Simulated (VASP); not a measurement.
# Li2SnHgTe4 (I-42m) in VASP: further runs, part 2 of 2

VASP 6.6.1.

**4. Single point, PBE (35.73 Å³/atom)**

This run uses another cell than the first one, of 35.73 Å³/atom.

INCAR

```
PREC = Accurate
ENCUT = 520
EDIFF = 1E-6
ISMEAR = 0
SIGMA = 0.01
LREAL = F
LASPH = T
NELM = 60
ALGO = Normal
ISIF = 2
LWAVE = F
LCHARG = F
GGA = PE
NBANDS = 38
```

KPOINTS

```
Automatic mesh
0
Gamma
  6 6 6
```

POSCAR

```
Li2SnHgTe4
1.0
   -3.3022623839      3.3022623839      6.5522843561
    3.3022623839     -3.3022623839      6.5522843561
    3.3022623839      3.3022623839     -6.5522843561
Li Hg Sn Te
2 1 1 4
Direct
    0.7500000000      0.2500000000      0.5000000000
    0.2500000000      0.7500000000      0.5000000000
    0.0000000000      0.0000000000      0.0000000000
    0.5000000000      0.5000000000      0.0000000000
    0.8760082171      0.8760082171      0.4876684368
    0.1239917829      0.6116602197      0.0000000000
    0.6116602197      0.1239917829      0.0000000000
    0.3883397803      0.3883397803      0.5123315632
```

Launch:

```bash
cat potpaw_PBE.64/Li_sv/POTCAR potpaw_PBE.64/Hg/POTCAR potpaw_PBE.64/Sn_d/POTCAR potpaw_PBE.64/Te/POTCAR > POTCAR
mpirun -np 1 vasp_std > vasp.out
```

Wall time 4.6 min (1 thread of Intel Xeon 6975P-C (Granite Rapids), shared host); peak memory 0.71 GiB.

Results (log left out):

- Free energy: -24.2321 eV
- Largest force: 0.213 eV/Å
- Band gap on the k mesh: 0.36 eV

Forces in eV/Å, atoms in the order of the input:
```
Li   0.000  0.000  0.000
Li   0.000  0.000  0.000
Hg   0.000  0.000  0.000
Sn   0.000  0.000  0.000
Te  -0.062 -0.062 -0.194
Te  -0.062  0.062  0.194
Te   0.062 -0.062  0.194
Te   0.062  0.062 -0.194
```

Levels at points of the mesh, in eV from the valence-band top:
```tsv
k point	band 26	band 27	band 28	band 29	band 30	band 31
(0.00, 0.00, 0.00)	-0.14	0.00	0.00	0.36	2.43	2.59
(0.50, 0.00, 0.00)	-0.79	-0.64	-0.51	1.50	2.42	3.18
(0.50, 0.50, 0.00)	-0.43	-0.29	-0.29	0.48	1.72	3.49
(0.50, 0.50, 0.50)	-0.83	-0.63	-0.63	1.05	1.77	2.59
```

Caveat: the cutoff is under 1.25 times the usual one of these potentials, so pressure, stress and relaxed cells hold a basis-set (Pulay) error; spin-orbit coupling is left out, which moves the levels of the heavy elements.

**5. Single point, r2SCAN (31.00 Å³/atom)**

This run uses another cell than the first one, of 31.00 Å³/atom.

POSCAR

```
Li2SnHgTe4
1.0
   -3.1377259418      3.1377259418      6.2982175563
    3.1377259418     -3.1377259418      6.2982175563
    3.1377259418      3.1377259418     -6.2982175563
Li Hg Sn Te
2 1 1 4
Direct
    0.7500000000      0.2500000000      0.5000000000
    0.2500000000      0.7500000000      0.5000000000
    0.0000000000      0.0000000000      0.0000000000
    0.5000000000      0.5000000000      0.0000000000
    0.8742190577      0.8742190577      0.4873468184
    0.1257809423      0.6131277607      0.0000000000
    0.6131277607      0.1257809423      0.0000000000
    0.3868722393      0.3868722393      0.5126531816
```

INCAR.step1

```
PREC = Accurate
ENCUT = 520
ISMEAR = 0
SIGMA = 0.01
LREAL = False
LASPH = True
NELM = 100
NBANDS = 38
GGA = PE
ALGO = Normal
EDIFF = 1E-4
LWAVE = True
LCHARG = False
```

INCAR.step2

```
PREC = Accurate
ENCUT = 520
EDIFF = 1E-7
ISMEAR = 0
SIGMA = 0.01
LREAL = False
LASPH = True
NELM = 100
ALGO = Normal
ISIF = 2
LWAVE = False
LCHARG = False
METAGGA = R2SCAN
LMIXTAU = True
NBANDS = 38
ISTART = 1
```

KPOINTS

```
regular mesh
0
Gamma
  6 6 6
```

Potentials or basis: VASP PAW PBE potentials, release 64 (Li_sv, Hg, Sn_d, Te).

Launch:

```bash
cat potpaw_PBE.64/Li_sv/POTCAR potpaw_PBE.64/Hg/POTCAR potpaw_PBE.64/Sn_d/POTCAR potpaw_PBE.64/Te/POTCAR > POTCAR
cp INCAR.step1 INCAR
mpirun -np 1 vasp_std > vasp.out
cp INCAR.step2 INCAR
mpirun -np 1 vasp_std > vasp.out
```

OUTCAR:

```text
PREC = Accurate
   ENCUT = 520
   EDIFF = 1E-7
   ISMEAR = 0
   LREAL = False
   LASPH = True
   NELM = 100
   ISIF = 2
   METAGGA = R2SCAN
   ISTART = 1

 ion  position               nearest neighbor table
   1  0.750  0.250  0.500-   5 2.68   6 2.68   7 2.68   8 2.68
   2  0.250  0.750  0.500-   5 2.68   7 2.68   6 2.68   8 2.68
   3  0.000  0.000  0.000-   8 2.81   6 2.81   7 2.81   5 2.81
   4  0.500  0.500  0.000-   8 2.72   7 2.72   6 2.72   5 2.72
[... 1201 lines left out ...]
  Total        3.8081418      3.8081418      4.0930956      0.0000000      0.0000000      0.0000000
  in kB       24.5989191     24.5989191     26.4395953      0.0000000      0.0000000      0.0000000
  external PRESSURE =      25.2124778 kB  Pullay stress =       0.0000000 kB

 VOLUME and BASIS-vectors are now :
 -----------------------------------------------------------------------------
  energy-cutoff  :      520.00
  volume of cell :      248.03
      direct lattice vectors                 reciprocal lattice vectors
    -3.137725942  3.137725942  6.298217556     0.000000000  0.159351074  0.079387540
     3.137725942 -3.137725942  6.298217556     0.159351074  0.000000000  0.079387540
     3.137725942  3.137725942 -6.298217556     0.159351074  0.159351074  0.000000000

 POSITION                                       TOTAL-FORCE (eV/Angst)
 -----------------------------------------------------------------------------------
     -0.00000      3.13773      3.14911         0.000000     -0.000000      0.000000
      3.13773     -0.00000      3.14911         0.000000     -0.000000      0.000000
      0.00000      0.00000      0.00000        -0.000000     -0.000000      0.000000
      0.00000      0.00000      6.29822        -0.000000     -0.000000      0.000000
      1.52916      1.52916      7.94263         0.085719      0.085719      0.327310
      1.52916     -1.52916      4.65381         0.085719     -0.085719     -0.327310
     -1.52916      1.52916      4.65381        -0.085719      0.085719     -0.327310
      1.60857      1.60857      1.64441        -0.085719     -0.085719      0.327310
 -----------------------------------------------------------------------------------
    total drift:                                0.000079      0.000079      0.000051

  FREE ENERGIE OF THE ION-ELECTRON SYSTEM (eV)
  ---------------------------------------------------
  free  energy   TOTEN  =      -185.0875408129 eV

  energy  without entropy=     -185.0875408129  energy(sigma->0) =     -185.08754081
```

Wall time 18 min (1 thread of Intel Xeon 6975P-C (Granite Rapids), shared host); peak memory 0.73 GiB.

What came out:

* Free energy: -185.0875 eV
* Largest force: 0.349 eV/Å
* Band gap on the k mesh: 1.00 eV

Forces in eV/Å, atoms in the order of the input:
```
Li   0.000  0.000  0.000
Li   0.000  0.000  0.000
Hg   0.000  0.000  0.000
Sn   0.000  0.000  0.000
Te   0.086  0.086  0.327
Te   0.086 -0.086 -0.327
Te  -0.086  0.086 -0.327
Te  -0.086 -0.086  0.327
```

Levels at points of the mesh, in eV from the valence-band top:
| k point | band 26 | band 27 | band 28 | band 29 | band 30 | band 31 |
| --- | --- | --- | --- | --- | --- | --- |
| (0.00, 0.00, 0.00) | -0.16 | 0.00 | 0.00 | 1.00 | 2.56 | 3.45 |
| (0.50, 0.00, 0.00) | -1.07 | -0.85 | -0.67 | 2.28 | 3.19 | 3.70 |
| (0.50, 0.50, 0.00) | -0.59 | -0.42 | -0.37 | 1.02 | 2.36 | 4.15 |
| (0.50, 0.50, 0.50) | -1.14 | -0.78 | -0.78 | 1.48 | 2.33 | 2.76 |

Caveat: the cutoff is under 1.25 times the usual one of these potentials, so pressure, stress and relaxed cells hold a basis-set (Pulay) error; the PAW data sets were made with another functional, which shifts forces and pressure a little; spin-orbit coupling is left out, which moves the levels of the heavy elements.

**6. Single point, r2SCAN (31.99 Å³/atom)**

This run uses another cell than the first one, of 31.99 Å³/atom.

POSCAR: that of step 5 with these lines changed.

```diff
@@ -2,5 +2,5 @@
 1.0
-   -3.1377259418      3.1377259418      6.2982175563
-    3.1377259418     -3.1377259418      6.2982175563
-    3.1377259418      3.1377259418     -6.2982175563
+   -3.1707570633      3.1707570633      6.3645194556
+    3.1707570633     -3.1707570633      6.3645194556
+    3.1707570633      3.1707570633     -6.3645194556
 Li Hg Sn Te
```

INCAR.step1

```
SYSTEM = Li2SnHgTe4
ALGO = Normal
EDIFF = 1E-4
ENCUT = 520
GGA = PE
ISMEAR = 0
LASPH = .True.
LCHARG = .False.
LREAL = .False.
LWAVE = .True.
NBANDS = 38
NELM = 80
PREC = Accurate
SIGMA = 0.01
```

INCAR.step2

```
SYSTEM = Li2SnHgTe4
ALGO = Normal
EDIFF = 1E-7
ENCUT = 520
ISIF = 2
ISMEAR = 0
ISTART = 1
LASPH = .True.
LCHARG = .False.
LMIXTAU = .True.
LREAL = .False.
LWAVE = .False.
METAGGA = R2SCAN
NBANDS = 38
NELM = 80
PREC = Accurate
SIGMA = 0.01
```

KPOINTS

```
k-points
0
Gamma
  6 6 6
  0 0 0
```

Potentials or basis: VASP PAW PBE potentials, release 64 (Li_sv, Hg, Sn_d, Te).

Launch:

```bash
cat potpaw_PBE.64/Li_sv/POTCAR potpaw_PBE.64/Hg/POTCAR potpaw_PBE.64/Sn_d/POTCAR potpaw_PBE.64/Te/POTCAR > POTCAR
cp INCAR.step1 INCAR
mpirun -np 1 vasp_std > vasp.out
cp INCAR.step2 INCAR
mpirun -np 1 vasp_std > vasp.out
```

OUTCAR:

```text
SYSTEM = Li2SnHgTe4
   EDIFF = 1E-7
   ENCUT = 520
   ISIF = 2
   ISMEAR = 0
   ISTART = 1
   LASPH = .True.
   LREAL = .False.
   METAGGA = R2SCAN
   NELM = 80
   PREC = Accurate

 ion  position               nearest neighbor table
   1  0.750  0.250  0.500-   5 2.71   7 2.71   6 2.71   8 2.71
   2  0.250  0.750  0.500-   5 2.71   6 2.71   7 2.71   8 2.71
   3  0.000  0.000  0.000-   8 2.84   6 2.84   7 2.84   5 2.84
   4  0.500  0.500  0.000-   8 2.75   7 2.75   6 2.75   5 2.75
   5  0.874  0.874  0.487-   1 2.71   2 2.71   4 2.75   3 2.84
   6  0.126  0.613  0.000-   2 2.71   1 2.71   4 2.75   3 2.84
   7  0.613  0.126  0.000-   1 2.71   2 2.71   4 2.75   3 2.84
   8  0.387  0.387  0.513-   1 2.71   2 2.71   4 2.75   3 2.84

  LATTYP: Found a body centered tetragonal cell.
 ALAT       =     6.3415141266
 C/A-ratio  =     2.0072554688

  Lattice vectors:

 A1 = (  -3.1707570633,   3.1707570633,   6.3645194556)
 A2 = (   3.1707570633,  -3.1707570633,   6.3645194556)
 A3 = (   3.1707570633,   3.1707570633,  -6.3645194556)

Analysis of symmetry for initial positions (statically):
[... 190 lines left out ...]
 fundamental gap:      0.9247140089
 Fermi energy:         2.8546976878

 k-point     1 :       0.0000    0.0000    0.0000
  band No.  band energies     occupation
      1     -44.0327      2.00000
      2     -44.0324      2.00000
      3     -19.5085      2.00000
      4     -19.5085      2.00000
      5     -19.4980      2.00000
      6     -19.4524      2.00000
[... 973 lines left out ...]
     37       8.4497      0.00000
     38       8.8522      0.00000

 [... further k-points ...]

------------------------ aborting loop because EDIFF is reached ----------------------------------------

  FORCE on cell =-STRESS in cart. coord.  units (eV):
  Direction    XX          YY          ZZ          XY          YZ          ZX
  --------------------------------------------------------------------------------------
  -------------------------------------------------------------------------------------
  Total        1.8274311      1.8274311      1.9640812      0.0000000      0.0000000     -0.0000000
  in kB       11.4393158     11.4393158     12.2947154      0.0000000      0.0000000     -0.0000000
  external PRESSURE =      11.7244490 kB  Pullay stress =       0.0000000 kB

 VOLUME and BASIS-vectors are now :
 -----------------------------------------------------------------------------
  energy-cutoff  :      520.00
  volume of cell :      255.95
      direct lattice vectors                 reciprocal lattice vectors
    -3.170757063  3.170757063  6.364519456     0.000000000  0.157691047  0.078560527
     3.170757063 -3.170757063  6.364519456     0.157691047  0.000000000  0.078560527
     3.170757063  3.170757063 -6.364519456     0.157691047  0.157691047  0.000000000

 POSITION                                       TOTAL-FORCE (eV/Angst)
 -----------------------------------------------------------------------------------
      0.00000      3.17076      3.18226         0.000000     -0.000000     -0.000000
      3.17076      0.00000      3.18226         0.000000      0.000000     -0.000000
      0.00000      0.00000      0.00000         0.000000      0.000000     -0.000000
      0.00000      0.00000      6.36452         0.000000      0.000000     -0.000000
      1.54526      1.54526      8.02624         0.040549      0.040549      0.163643
      1.54526     -1.54526      4.70280         0.040549     -0.040549     -0.163643
     -1.54526      1.54526      4.70280        -0.040549      0.040549     -0.163643
      1.62550      1.62550      1.66172        -0.040549     -0.040549      0.163643
 -----------------------------------------------------------------------------------
    total drift:                                0.000080      0.000080      0.000046

  FREE ENERGIE OF THE ION-ELECTRON SYSTEM (eV)
  ---------------------------------------------------
  free  energy   TOTEN  =      -185.1806062749 eV

  energy  without entropy=     -185.1806062749  energy(sigma->0) =     -185.18060627
```

OUTCAR.step1:

```text
SYSTEM = Li2SnHgTe4
   EDIFF = 1E-4
   ENCUT = 520
   GGA = PE
   ISMEAR = 0
[... 1230 lines left out ...]
      1.54526      1.54526      8.02624         0.085968      0.085968      0.341167
      1.54526     -1.54526      4.70280         0.085968     -0.085968     -0.341167
     -1.54526      1.54526      4.70280        -0.085968      0.085968     -0.341167
      1.62550      1.62550      1.66172        -0.085968     -0.085968      0.341167
 -----------------------------------------------------------------------------------
    total drift:                               -0.000002     -0.000002     -0.000003

  FREE ENERGIE OF THE ION-ELECTRON SYSTEM (eV)
  ---------------------------------------------------
  free  energy   TOTEN  =       -24.2114314051 eV

  energy  without entropy=      -24.2114314051  energy(sigma->0) =      -24.21143141
```

OSZICAR.step1:

```text
N       E                     dE             d eps       ncg     rms          rms(c)
DAV:   1     0.434674176808E+03    0.43467E+03   -0.23210E+04  2280   0.141E+03
DAV:   2     0.308461399233E+02   -0.40383E+03   -0.38598E+03  2414   0.343E+02
DAV:   3    -0.181246101168E+02   -0.48971E+02   -0.48163E+02  2708   0.120E+02
DAV:   4    -0.248711879551E+02   -0.67466E+01   -0.67122E+01  3850   0.303E+01
DAV:   5    -0.253629095061E+02   -0.49172E+00   -0.49077E+00  3370   0.793E+00    0.891E+00
DAV:   6    -0.243218544974E+02    0.10411E+01   -0.19208E+00  2884   0.117E+01    0.758E+00
DAV:   7    -0.242144400488E+02    0.10741E+00   -0.95583E-01  2764   0.409E+00    0.367E+00
DAV:   8    -0.242085499811E+02    0.58901E-02   -0.14569E-01  2882   0.248E+00    0.104E+00
DAV:   9    -0.242101837183E+02   -0.16337E-02   -0.22328E-02  2984   0.117E+00    0.324E-01
DAV:  10    -0.242110336363E+02   -0.84992E-03   -0.69142E-03  3084   0.480E-01    0.172E-01
DAV:  11    -0.242113941465E+02   -0.36051E-03   -0.11265E-03  2872   0.152E-01    0.566E-02
DAV:  12    -0.242114314051E+02   -0.37259E-04   -0.15554E-04  2004   0.704E-02
   1 F= -.24211431E+02 E0= -.24211431E+02  d E =-.170550E-81
```

It took 17 min on 1 thread of Intel Xeon 6975P-C (Granite Rapids), shared host; peak memory 0.73 GiB.

Results:

| Quantity | Value |
| --- | --- |
| Free energy | -185.1806 eV |
| Largest force | 0.173 eV/Å |
| Band gap on the k mesh | 0.92 eV |

Forces in eV/Å, atoms in the order of the input:
```
Li   0.000  0.000  0.000
Li   0.000  0.000  0.000
Hg   0.000  0.000  0.000
Sn   0.000  0.000  0.000
Te   0.041  0.041  0.164
Te   0.041 -0.041 -0.164
Te  -0.041  0.041 -0.164
Te  -0.041 -0.041  0.164
```

Caveat: the cutoff is under 1.25 times the usual one of these potentials, so pressure, stress and relaxed cells hold a basis-set (Pulay) error; the PAW data sets were made with another functional, which shifts forces and pressure a little; spin-orbit coupling is left out, which moves the levels of the heavy elements.

**7. The runs side by side**

| level | cell | gap on the mesh (eV) | largest force (eV/Å) |
| --- | --- | --- | --- |
| PBE | a = 7.891 Å, angles 131.5, 131.5, 71.0°, 8 atoms, atomic positions A | 0.48 | - |
| PBE | a = 7.970 Å, angles 131.5, 131.5, 71.0°, 8 atoms, atomic positions A | 0.42 | 0.11 |
| PBE | a = 8.046 Å, angles 131.5, 131.5, 71.0°, 8 atoms, atomic positions A | 0.36 | 0.21 |
| r2SCAN | a = 7.704 Å, angles 131.9, 131.9, 70.3°, 8 atoms, atomic positions B | 1.00 | 0.35 |
| r2SCAN | a = 7.786 Å, angles 131.9, 131.9, 70.3°, 8 atoms, atomic positions B | 0.92 | 0.17 |

Alike in all rows: task single point; potentials or basis VASP PAW PBE potentials, release 64 (Li_sv, Hg, Sn_d, Te); no spin polarisation; k mesh 6 × 6 × 6; cutoff (eV) 520; smearing gaussian 0.01 eV.

Caveats: the cutoff is under 1.25 times the usual one of these potentials, so pressure, stress and relaxed cells hold a basis-set (Pulay) error; spin-orbit coupling is left out, which moves the levels of the heavy elements; the PAW data sets were made with another functional, which shifts forces and pressure a little (at least some runs).

Absolute energies hang on the potentials; compare differences alone.
